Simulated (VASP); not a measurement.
Here is a VASP 6.6.1 calculation.

File INCAR:

```
PREC = Accurate
ENCUT = 520
EDIFF = 1E-6
ISMEAR = 0
SIGMA = 0.05
LREAL = F
LASPH = T
NELM = 60
ALGO = Normal
ISIF = 2
LWAVE = F
LCHARG = T
GGA = PE
LELF = T
LVHAR = T
NBANDS = 26
```

The input KPOINTS:

```
Automatic mesh
0
Gamma
  12 12 6
```

File POSCAR:

```
ZnO
1.0
    3.2794753211      0.0000000000      0.0000000000
   -1.6397376605      2.8401089392      0.0000000000
    0.0000000000      0.0000000000      5.5048556811
Zn O
2 2
Direct
    0.3333333333      0.6666666667      0.0015026881
    0.6666666667      0.3333333333      0.5015026881
    0.3333333333      0.6666666667      0.3805973119
    0.6666666667      0.3333333333      0.8805973119
```

Potentials or basis: VASP PAW PBE potentials, release 64 (Zn, O).

Run with:

```bash
$ cat potpaw_PBE.64/Zn/POTCAR potpaw_PBE.64/O/POTCAR > POTCAR
$ mpirun -np 1 vasp_std > vasp.out
```

(1) Estimate the largest force.

(2) Predict the band gap on the k mesh.

(3) What does it give for the pressure?

## Answers

(1) 0.192 eV/Å.

(2) 0.61 eV.

(3) -3.6 GPa.

Caveat: the cell differs from its parent crystal (strain +0.000 along x and y, +0.040 along z); the stress differs along the axes, from -8 to -1 GPa; semilocal functionals underestimate gaps, and a narrow one can read as zero.
